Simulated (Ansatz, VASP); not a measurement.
**SiGeTe2S2: VASP beside Ansatz**

INCAR

```
ALGO = Normal
EDIFF = 1E-6
ENCUT = 520
GGA = PE
ISIF = 2
ISMEAR = 0
LASPH = T
LCHARG = F
LREAL = F
LWAVE = F
NBANDS = 30
NELM = 60
PREC = Accurate
SIGMA = 0.1
```

Contents of KPOINTS:

```
k-points
0
Gamma
  6 6 2
```

Contents of POSCAR:

```
SiGeTe2S2
1.0
    4.2892396500      0.0000000000      0.0000000000
   -2.1446198200      3.7145905000      0.0000000000
    0.0000000000      0.0000000000     11.0938156700
Si Ge Te S
1 1 2 2
Direct
    0.0000000000      0.0000000000      0.0000000000
    0.0000000000      0.0000000000      0.5000000000
    0.0000000000      0.0000000000      0.7742676200
    0.0000000000      0.0000000000      0.2257323800
    0.3333333300      0.6666666700      0.0000000000
    0.6666666700      0.3333333300      0.0000000000
```

Input for Ansatz:

```yaml
crystal:
  lattice:
    - [4.28923965, 0.0, 0.0]
    - [-2.14461982, 3.7145905, 0.0]
    - [0.0, 0.0, 11.09381567]
  atoms:
    - { symbol: Si, position: [0.0, 0.0, 0.0] }
    - { symbol: Ge, position: [0.0, 0.0, 0.5] }
    - { symbol: Te, position: [0.0, 0.0, 0.77426762] }
    - { symbol: Te, position: [0.0, 0.0, 0.22573238] }
    - { symbol: S, position: [0.33333333, 0.66666667, 0.0] }
    - { symbol: S, position: [0.66666667, 0.33333333, 0.0] }
basis:
  ecutwfc: 420
kpoints:
  mp_grid: { grid: [6, 6, 2] }
hamiltonian:
  xc: pbe
scf:
  occupations: { method: gaussian, width: 0.1 }
  lower_state_search: "off"
output:
  forces: true
  stress: true
  eigenvalues: true
```

Alike in both runs: task single point; functional PBE; k mesh 6 × 6 × 2; occupations gaussian, width 0.1 eV; no spin polarisation.

```csv
,VASP,Ansatz
version,VASP 6.6.1,Ansatz 0.2.0
potentials or method,"VASP PAW PBE potentials, release 64 (Si, Ge_d, Te, S), cutoff 520 eV","scalar-relativistic, plane waves, PAW"
valence electrons in the cell,42,62
```

VASP gave:

| Quantity | Value |
| --- | --- |
| gap on the k mesh at the Fermi level (eV) | none |
| pressure (GPa) | 1.1 |
| traceless stress, the component that is largest in VASP (GPa) | -2.02 |
| rms of the force components (eV/Å) | 0.671 |

**Question.** Which values does Ansatz return?

**Answer.** gap on the k mesh at the Fermi level (eV): none; pressure (GPa): 1.1; traceless stress, the component that is largest in VASP (GPa): -2.13; rms of the force components (eV/Å): 0.667.

Atom by atom the forces differ by 0.004 eV/Å (rms over components). A gap of «none» marks a metal or a gap that the smearing closes. VASP's potentials hold 42 valence electrons a cell and Ansatz's 62, so a difference there can come from the potentials and not from the codes.

Neither program's run includes spin-orbit coupling.
